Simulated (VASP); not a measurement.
CdS, 2 atoms in the cell. It takes space group P3m1 (No. 156, trigonal). The conventional cell has a = 4.261 Å, b = 4.261 Å, c = 5.804 Å, α = 90.00°, β = 90.00°, γ = 120.00°. Within 3.2 Å of Cd (site symmetry 3m) lie 3 S at 2.46 Å. S (site symmetry 3m) has 3 Cd at 2.46 Å within 3.2 Å. 

```yaml
Program: VASP 6.6.1
Task: single point
Functional: LDA
Potentials_or_basis: VASP PAW LDA potentials, release 64 (Cd_sv_GW, S)
Cutoff: 630 eV
k_mesh: 6 × 6 × 4
Occupations: gaussian, width 0.1 eV
Spin: no spin polarisation
Dipole_correction: no
Further_INCAR_settings: ALGO = Normal; EDIFF = 1e-06; NBANDS = 20
```

Potentials or basis: VASP PAW LDA potentials, release 64 (Cd_sv_GW, S).

The run is started by

```bash
$ cat potpaw_LDA.64/Cd_sv_GW/POTCAR potpaw_LDA.64/S/POTCAR > POTCAR
$ mpirun -np 1 vasp_std > vasp.out
```

Hardware: 1 thread of AMD EPYC 9R45 (Zen 5), with other jobs on the host.

How long does it take, and how much memory?

Wall time 33 s on 1 thread of AMD EPYC 9R45 (Zen 5), on a shared host, peak memory 0.2 GiB. Counts: scf iterations 14, k points 24.
